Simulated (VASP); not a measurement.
Crystal: KCl.

```
CELL_PARAMETERS angstrom
3.83447 0.00000 0.00000
0.00000 3.83447 0.00000
0.00000 0.00000 3.83447
ATOMIC_POSITIONS crystal
K 0.00000 0.00000 0.00000
Cl 0.50000 0.50000 0.50000
```

```yaml
Program: VASP 6.6.1
Task: relaxation of cell and atoms
Functional: r2SCAN
Potentials_or_basis: VASP PAW PBE potentials, release 64 (K_sv, Cl)
Cutoff: 600 eV
k_mesh: 6 × 6 × 6
Occupations: fermi-dirac, width 0.02 eV
Spin: no spin polarisation
```

At the start: pressure -1.0 GPa; volume 28.19 Å³/atom.

Task: How do energy, volume and symmetry change on relaxing?

Result: Over 4 steps the energy falls by 4.4 meV/atom and the volume is 26.83 Å³/atom (-4.8 %); space group Pm-3m (No. 221, to 0.1 Å) before and after.

The path:
```csv
step,energy change (eV),largest force (eV/Å),pressure (GPa),volume (Å³)
1,0.0000,0.0000,-1.01,56.38
2,-0.0068,0.0000,-0.51,54.94
3,-0.0088,0.0000,0.07,53.50
4,-0.0089,0.0000,-0.01,53.67
```

Final structure:
```yaml
crystal:
  lattice:
    - [3.77194, 0.00000, 0.00000]
    - [0.00000, 3.77194, 0.00000]
    - [0.00000, 0.00000, 3.77194]
  atoms:
    - { symbol: K, position: [0.00000, 0.00000, 0.00000] }
    - { symbol: Cl, position: [0.50000, 0.50000, 0.50000] }
```

Caveat: the PAW data sets were made with another functional, which shifts forces and pressure a little.
